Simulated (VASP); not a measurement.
# YLu2O4 (P4/mmm) in VASP: single point with PBE

Aim: the single point of YLu2O4 with PBE.

All numbers are computed with VASP 6.6.1; they aren't measurements. Logs are shortened: lines on timing, memory, paths and dates and some standing lists are left out, and cuts for length are marked.

## (1) The cell of the first run

The structure is tetragonal, space group P4/mmm (No. 123). The conventional cell has a = 4.580 Å, b = 4.580 Å, c = 8.124 Å, α = 90.00°, β = 90.00°, γ = 90.00°. Within 3.0 Å of Y (site symmetry 4/mmm) lie 4 O at 2.29 Å. Within 2.7 Å of Lu (site symmetry 4mm) lie 2 O at 2.02 to 2.04 Å. O (site symmetry 4/mmm) has 2 Lu at 2.04 Å within 2.7 Å. O (site symmetry 4/mmm) has 2 Lu at 2.02 Å and 4 O at 2.29 Å within 2.7 Å. Within 3.0 Å of O (site symmetry mmm) lie 2 Y at 2.29 Å and 2 O at 2.29 Å.

## (2) Single point, PBE

INCAR

```
PREC     = Accurate       # precision mode
ENCUT    = 520            # plane-wave cutoff, eV
EDIFF    = 1E-6           # SCF threshold, eV
ISMEAR   = 0              # smearing method
SIGMA    = 0.2            # smearing width, eV
LREAL    = False          # projectors in reciprocal space
LASPH    = True           # aspherical terms in the spheres
NELM     = 80             # most SCF steps
ALGO     = Normal         # electronic algorithm
ISIF     = 2              # what is computed and relaxed
LWAVE    = False          # write WAVECAR
LCHARG   = False          # write CHGCAR
GGA      = PE             # functional
NBANDS   = 52             # bands
```

KPOINTS

```
regular mesh
0
Gamma
  4 4 3
```

POSCAR

```
YLu2O4
1.0
    4.5795536104      0.0000000000      0.0000000000
    0.0000000000      4.5795536104      0.0000000000
    0.0000000000      0.0000000000      8.1236633418
Y Lu O
1 2 4
Direct
    0.0000000000      0.0000000000      0.0000000000
    0.5000000000      0.5000000000      0.2482980479
    0.5000000000      0.5000000000      0.7517019521
    0.5000000000      0.5000000000      0.5000000000
    0.5000000000      0.5000000000      0.0000000000
    0.0000000000      0.5000000000      0.0000000000
    0.5000000000      0.0000000000      0.0000000000
```

Potentials or basis: VASP PAW PBE potentials, release 64 (Y_sv, Lu, O).

Launch:

```sh
$ cat potpaw_PBE.64/Y_sv/POTCAR potpaw_PBE.64/Lu/POTCAR potpaw_PBE.64/O/POTCAR > POTCAR
$ mpirun -np 1 vasp_std > vasp.out
```

OUTCAR:

```text
PREC = Accurate
   ENCUT = 520
   EDIFF = 1E-6
   ISMEAR = 0
   LREAL = False
   LASPH = True
   NELM = 80
   ISIF = 2
   GGA = PE

 ion  position               nearest neighbor table
   1  0.000  0.000  0.000-   6 2.29   7 2.29   6 2.29   7 2.29   2 3.82   3 3.82   2 3.82   2 3.82
                             3 3.82   3 3.82   2 3.82   3 3.82
   2  0.500  0.500  0.248-   5 2.02   4 2.04   1 3.82   1 3.82   1 3.82   1 3.82
   3  0.500  0.500  0.752-   5 2.02   4 2.04   1 3.82   1 3.82   1 3.82   1 3.82
   4  0.500  0.500  0.500-   2 2.04   3 2.04
   5  0.500  0.500  0.000-   2 2.02   3 2.02
   6  0.000  0.500  0.000-   1 2.29   1 2.29
   7  0.500  0.000  0.000-   1 2.29   1 2.29

  LATTYP: Found a simple tetragonal cell.
 ALAT       =     4.5795536104
 C/A-ratio  =     1.7738985135

  Lattice vectors:

 A1 = (   4.5795536104,   0.0000000000,   0.0000000000)
 A2 = (   0.0000000000,   4.5795536104,   0.0000000000)
 A3 = (   0.0000000000,   0.0000000000,   8.1236633418)

Analysis of symmetry for initial positions (statically):
=====================================================================
 Subroutine PRICEL returns:
 Original cell was already a primitive cell.

 Routine SETGRP: Setting up the symmetry group for a
 simple tetragonal supercell.

 Subroutine GETGRP returns: Found 16 space group operations
 (whereof 16 operations were pure point group operations)
 out of a pool of 16 trial point group operations.

The static configuration has the point symmetry D_4h.

Analysis of symmetry for dynamics (positions and initial velocities):
=====================================================================
 Subroutine PRICEL returns:
 Original cell was already a primitive cell.

 Routine SETGRP: Setting up the symmetry group for a
 simple tetragonal supercell.

 Subroutine GETGRP returns: Found 16 space group operations
 (whereof 16 operations were pure point group operations)
 out of a pool of 16 trial point group operations.

The dynamic configuration has the point symmetry D_4h.

 Subroutine INISYM returns: Found 16 space group operations
 (whereof 16 operations are pure point group operations),
 and found     1 'primitive' translations

----------------------------------------------------------------------------------------

                                     Primitive cell

  volume of cell :     170.3720

  direct lattice vectors                    reciprocal lattice vectors
     4.579553610  0.000000000  0.000000000     0.218361894  0.000000000  0.000000000
     0.000000000  4.579553610  0.000000000     0.000000000  0.218361894  0.000000000
     0.000000000  0.000000000  8.123663342     0.000000000  0.000000000  0.123097174

  length of vectors
     4.579553610  4.579553610  8.123663342     0.218361894  0.218361894  0.123097174

  position of ions in fractional coordinates (direct lattice)
     0.000000000  0.000000000  0.000000000
     0.500000000  0.500000000  0.248298048
     0.500000000  0.500000000  0.751701952
     0.500000000  0.500000000  0.500000000
     0.500000000  0.500000000  0.000000000
     0.000000000  0.500000000  0.000000000
     0.500000000  0.000000000  0.000000000

  ion indices of the primitive-cell ions
   primitive index   ion index
                 1           1
                 2           2
                 3           3
                 4           4
                 5           5
                 6           6
                 7           7

----------------------------------------------------------------------------------------

 KPOINTS: regular mesh

Automatic generation of k-mesh.
 Grid dimensions read from file:
 generate k-points for:    4    4    3

 Generating k-lattice:

  Cartesian coordinates                     Fractional coordinates (reciprocal lattice)
     0.054590473  0.000000000  0.000000000     0.250000000  0.000000000  0.000000000
     0.000000000  0.054590473  0.000000000     0.000000000  0.250000000  0.000000000
     0.000000000  0.000000000  0.041032391     0.000000000  0.000000000  0.333333333

  Length of vectors
     0.054590473  0.054590473  0.041032391

  Shift w.r.t. Gamma in fractional coordinates (k-lattice)
     0.000000000  0.000000000  0.000000000

 Subroutine IBZKPT returns following result:
 ===========================================

 Found     12 irreducible k-points:

 Following reciprocal coordinates:
            Coordinates               Weight
  0.000000  0.000000  0.000000      1.000000
  0.250000  0.000000  0.000000      4.000000
  0.500000  0.000000  0.000000      2.000000
  0.250000  0.250000  0.000000      4.000000
  0.500000  0.250000  0.000000      4.000000
  0.500000  0.500000  0.000000      1.000000
  0.000000  0.000000  0.333333      2.000000
  0.250000  0.000000  0.333333      8.000000
  0.500000  0.000000  0.333333      4.000000
  0.250000  0.250000  0.333333      8.000000
  0.500000  0.250000  0.333333      8.000000
  0.500000  0.500000  0.333333      2.000000
   k-points           NKPTS =     12   k-points in BZ     NKDIM =     12   number of bands    NBANDS=     52
   number of dos      NEDOS =    301   number of ions     NIONS =      7
   total plane-waves  NPLWV =  77760
   dimension x,y,z NGX =    36 NGY =   36 NGZ =   60
   dimension x,y,z NGXF=    72 NGYF=   72 NGZF=  120
   ions per type =               1   2   4
   NGX,Y,Z   is equivalent  to a cutoff of  13.07, 13.07, 12.28 a.u.
   NGXF,Y,Z  is equivalent  to a cutoff of  26.14, 26.14, 24.56 a.u.
 SYSTEM =  unknown system
   PREC   = accura    normal or accurate (medium, high low for compatibility)
   ISTART =      0    job   : 0-new  1-cont  2-samecut
   ICHARG =      2    charge: 1-file 2-atom 10-const
   ISPIN  =      1    spin polarized calculation?
   LNONCOLLINEAR =      F non collinear calculations
   LSORBIT =      F    spin-orbit coupling
   LASPH  =      T    aspherical Exc in radial PAW
   ENCUT  =  520.0 eV  38.22 Ry    6.18 a.u.   8.51  8.51 15.10*2*pi/ulx,y,z
   NELM   =     80;   NELMIN=  2; NELMDL= -5     # of ELM steps
   EDIFF  = 0.1E-05   stopping-criterion for ELM
   LREAL  =      F    real-space projection
   EDIFFG = 0.1E-04   stopping-criterion for IOM
   NSW    =      0    number of steps for IOM
   IBRION =     -1    ionic relax: 0-MD 1-quasi-New 2-CG
   NFREE  =      0    steps in history (QN), initial steepest desc. (CG)
   ISIF   =      2    stress and relaxation
   ISYM   =      2    0-nonsym 1-usesym 2-fastsym
   POTIM  = 0.5000    time-step for ionic-motion
   TEBEG  =    0.0;   TEEND  =   0.0 temperature during run
   PSTRESS=    0.0 pullay stress
   NELECT =      85.0000    total number of electrons
   NUPDOWN=      -1.0000    fix difference up-down
   EMIN   =  10.00;   EMAX   =-10.00  energy-range for DOS
   EFERMI =   0.00;   METHOD = LEGACY
   ISMEAR =     0;   SIGMA  =   0.20  broadening in eV -4-tet -1-fermi 0-gaus
   EFERMI_NEDOS =   21; number of points for ismear=-14 and -15
   IALGO  =     38    algorithm
   IMIX   =      4    mixing-type and parameters
     AMIX     =   0.40;   BMIX     =  1.00
     AMIX_MAG =   1.60;   BMIX_MAG =  1.00
  volume/ion in A,a.u.               =      24.34       164.25
  Fermi-wavevector in a.u.,A,eV,Ry     =   1.298420  2.453657 22.937974  1.685894
  Thomas-Fermi vector in A             =   2.429749
   LORBIT       =      0    0 simple, 1 ext, 2 COOP (PROOUT), +10 PAW based schemes
   GGA     = PE    functional components
   LHFCALC =     F    Hartree Fock is set to
   AEXX    =    0.0000 exact exchange contribution
   IVDW    =     0    specifies the selected vdW correction
   LEPSILON=     F    determine dielectric tensor
   LRPA    =     F    only Hartree local field effects (RPA)
 non-spin polarized calculation
 Gauss-broadening in eV      SIGMA  =   0.20
  energy-cutoff  :      520.00
  volume of cell :      170.37
 maximum number of plane-waves:      4607
 NGX is ok and might be reduce to    36
   NGX = 17   NGY = 17   NGZ = 31

 number of electron      85.0000034 magnetization

 Free energy of the ion-electron system (eV)
  ---------------------------------------------------
  ext. energy  EPLUGINS =         0.00000000
  ---------------------------------------------------
  free energy    TOTEN  =       -46.95763564 eV

  energy without entropy =      -46.87922270  energy(sigma->0) =      -46.91842917

 E-fermi :   1.1590     XC(G=0):  -8.4045

 val. band max:        1.1299721772   @ k =   0.5000   0.2500   0.3333
 cond. band min:       1.1838021029   @ k =   0.5000   0.0000   0.3333
 fundamental gap:      0.0538299257
 Fermi energy:         1.1589898082

 k-point     1 :       0.0000    0.0000    0.0000
  band No.  band energies     occupation
      1     -55.4942      2.00000
      2     -55.4924      2.00000
      3     -41.4639      2.00000
      4     -26.4082      2.00000
      5     -26.4082      2.00000
      6     -26.3993      2.00000
[... 44 lines left out ...]
     51       4.1892      0.00000
     52       4.9448      0.00000

 k-point     2 :       0.2500    0.0000    0.0000
  band No.  band energies     occupation
      1     -55.4941      2.00000
      2     -55.4923      2.00000
      3     -41.4627      2.00000
      4     -26.4139      2.00000
      5     -26.4077      2.00000
      6     -26.4047      2.00000
[... 44 lines left out ...]
     51       4.3381      0.00000
     52       4.8842      0.00000

 k-point     3 :       0.5000    0.0000    0.0000
  band No.  band energies     occupation
      1     -55.4941      2.00000
      2     -55.4922      2.00000
      3     -41.4616      2.00000
      4     -26.4195      2.00000
      5     -26.4100      2.00000
      6     -26.4072      2.00000
[... 44 lines left out ...]
     51       4.5705      0.00000
     52       4.7827      0.00000
[... 386 lines left out ...]
 k-point    11 :       0.5000    0.2500    0.3333
  band No.  band energies     occupation
      1     -55.4936      2.00000
      2     -55.4926      2.00000
      3     -41.4604      2.00000
      4     -26.4174      2.00000
      5     -26.4117      2.00000
      6     -26.4112      2.00000
[... 44 lines left out ...]
     51       4.9207      0.00000
     52       4.9801      0.00000

 k-point    12 :       0.5000    0.5000    0.3333
  band No.  band energies     occupation
      1     -55.4935      2.00000
      2     -55.4926      2.00000
      3     -41.4593      2.00000
      4     -26.4174      2.00000
      5     -26.4174      2.00000
      6     -26.4111      2.00000
[... 44 lines left out ...]
     51       4.6179      0.00000
     52       5.0024      0.00000

------------------------ aborting loop because EDIFF is reached ----------------------------------------

  FORCE on cell =-STRESS in cart. coord.  units (eV):
  Direction    XX          YY          ZZ          XY          YZ          ZX
  --------------------------------------------------------------------------------------
  -------------------------------------------------------------------------------------
  Total        0.0836826      0.0836826      1.2571209      0.0000000      0.0000000      0.0000000
  in kB        0.7869504      0.7869504     11.8219578      0.0000000      0.0000000      0.0000000
  external PRESSURE =       4.4652862 kB  Pullay stress =       0.0000000 kB

 VOLUME and BASIS-vectors are now :
 -----------------------------------------------------------------------------
  energy-cutoff  :      520.00
  volume of cell :      170.37
      direct lattice vectors                 reciprocal lattice vectors
     4.579553610  0.000000000  0.000000000     0.218361894  0.000000000  0.000000000
     0.000000000  4.579553610  0.000000000     0.000000000  0.218361894  0.000000000
     0.000000000  0.000000000  8.123663342     0.000000000  0.000000000  0.123097174

 POSITION                                       TOTAL-FORCE (eV/Angst)
 -----------------------------------------------------------------------------------
      0.00000      0.00000      0.00000         0.000000      0.000000      0.000000
      2.28978      2.28978      2.01709         0.000000      0.000000      0.040679
      2.28978      2.28978      6.10657         0.000000      0.000000     -0.040679
      2.28978      2.28978      4.06183         0.000000      0.000000      0.000000
      2.28978      2.28978      0.00000         0.000000      0.000000      0.000000
      0.00000      2.28978      0.00000         0.000000      0.000000      0.000000
      2.28978      0.00000      0.00000         0.000000      0.000000      0.000000
 -----------------------------------------------------------------------------------
    total drift:                                0.000000      0.000000     -0.000000

  FREE ENERGIE OF THE ION-ELECTRON SYSTEM (eV)
  ---------------------------------------------------
  free  energy   TOTEN  =       -46.9576356357 eV

  energy  without entropy=      -46.8792227000  energy(sigma->0) =      -46.91842917
```

Run time: 2.7 min. Hardware: 1 thread of AMD EPYC 7R43 (Zen 3), shared host; peak memory 0.28 GiB.

Results:

* Free energy: -46.9576 eV
* Pressure: 0.4 GPa
* Largest force: 0.041 eV/Å

Forces in eV/Å, atoms in the order of the input:
```
Y    0.000  0.000  0.000
Lu   0.000  0.000  0.041
Lu   0.000  0.000 -0.041
O    0.000  0.000  0.000
O    0.000  0.000  0.000
O    0.000  0.000  0.000
O    0.000  0.000  0.000
```

Levels at points of the mesh, in eV from the Fermi level:
```
           k point  band 39  band 40  band 41  band 42  band 43  band 44  band 45  band 46
(0.00, 0.00, 0.00)    -2.56    -2.21    -1.54     0.22     0.36     0.36     1.33     1.78
(0.50, 0.00, 0.00)    -2.65    -2.35    -1.47    -0.20     0.08     0.27     1.07     1.07
(0.50, 0.50, 0.00)    -2.49    -2.49    -2.27    -1.51    -0.28     0.64     2.31     2.65
```

Caveat: spin-orbit coupling is left out, which moves the levels of the heavy elements; an odd number of electrons without spin polarisation forces a metal; a magnetic or distorted state may lie lower.
